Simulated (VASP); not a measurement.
Ge, 4 atoms in the cell. Symmetry: P6_3/mmc, No. 194, hexagonal system. Conventional cell: a = 3.671 Å, b = 3.671 Å, c = 6.096 Å, α = 90.00°, β = 90.00°, γ = 120.00°. Within 3.0 Å of Ge (site symmetry 3m) lie 4 Ge at 2.26 to 2.27 Å. 

| Property | Result |
| --- | --- |
| Program | VASP 6.6.1 |
| Task | single point |
| Functional | PBEsol |
| Potentials or basis | VASP PAW PBE potentials, release 64 (Ge_d) |
| Cutoff | 520 eV |
| k mesh | 8 × 8 × 4 |
| Occupations | fermi-dirac, width 0.05 eV |
| Spin | no spin polarisation |
| Dipole correction | no |
| Further INCAR settings | ALGO = Normal; EDIFF = 1e-06; NBANDS = 36 |

Potentials or basis: VASP PAW PBE potentials, release 64 (Ge_d).

The run is started by

```bash
$ cat potpaw_PBE.64/Ge_d/POTCAR > POTCAR
$ mpirun -np 1 vasp_std > vasp.out
```

Hardware: 1 thread of Intel Xeon 6975P-C, with other jobs on the host.

**Question.** How long does it take, and how much memory?

**Answer.** Run time: 53 s on 1 thread of Intel Xeon 6975P-C, on a shared host, peak memory 0.21 GiB. Counts: scf iterations 12, k points 30.
